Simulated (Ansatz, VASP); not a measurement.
# One calculation of InP, two programs

Contents of INCAR:

```
SYSTEM = InP
PREC = Accurate
ENCUT = 520
EDIFF = 1E-7
ISMEAR = -1
SIGMA = 0.1
LREAL = .False.
LASPH = .True.
NELM = 60
ALGO = Normal
ISIF = 2
LWAVE = .False.
LCHARG = .True.
GGA = PS
LELF = .True.
LVHAR = .True.
NBANDS = 16
```

Contents of KPOINTS:

```
regular mesh
0
Gamma
  12 12 12
  0 0 0
```

File POSCAR:

```
InP
1.0
    0.0000000000      2.8170305258      2.8170305258
    2.8170305258      0.0000000000      2.8170305258
    2.8170305258      2.8170305258      0.0000000000
In P
1 1
Direct
    0.0000000000      0.0000000000      0.0000000000
    0.2500000000      0.2500000000      0.2500000000
```

Input for Ansatz:

```yaml
crystal:
  lattice:
    - [0.0, 2.8170305258, 2.8170305258]
    - [2.8170305258, 0.0, 2.8170305258]
    - [2.8170305258, 2.8170305258, 0.0]
  atoms:
    - { symbol: In, position: [0.0, 0.0, 0.0] }
    - { symbol: P, position: [0.25, 0.25, 0.25] }
kpoints:
  mp_grid: { grid: [12, 12, 12] }
scf:
  occupations: { method: fermi_dirac, width: 0.1 }
hamiltonian:
  xc: pbesol
  pseudopotentials: { kind: paw }
output:
  forces: true
  stress: true
  eigenvalues: true
  populations: true
```

Change from the starting cell: volume scaled by 0.88, PAW files.

Alike in both runs: task single point; functional PBEsol; k mesh 12 × 12 × 12; occupations fermi-dirac, width 0.1 eV; no spin polarisation.

|  | VASP | Ansatz |
| --- | --- | --- |
| version | VASP 6.6.1 | Ansatz 0.2.0 |
| potentials or method | VASP PAW PBE potentials, release 64 (In_d, P) | PAW with Ansatz's default frozen-core files, scalar-relativistic |
| plane-wave cutoff (eV) | 520 | 420 |
| valence electrons in the cell | 18 | 18 |

```csv
,VASP,Ansatz,Ansatz less VASP
pressure (GPa),11.3,11.4,+0.06
```

VASP's potentials were made for PBE, not for PBEsol.
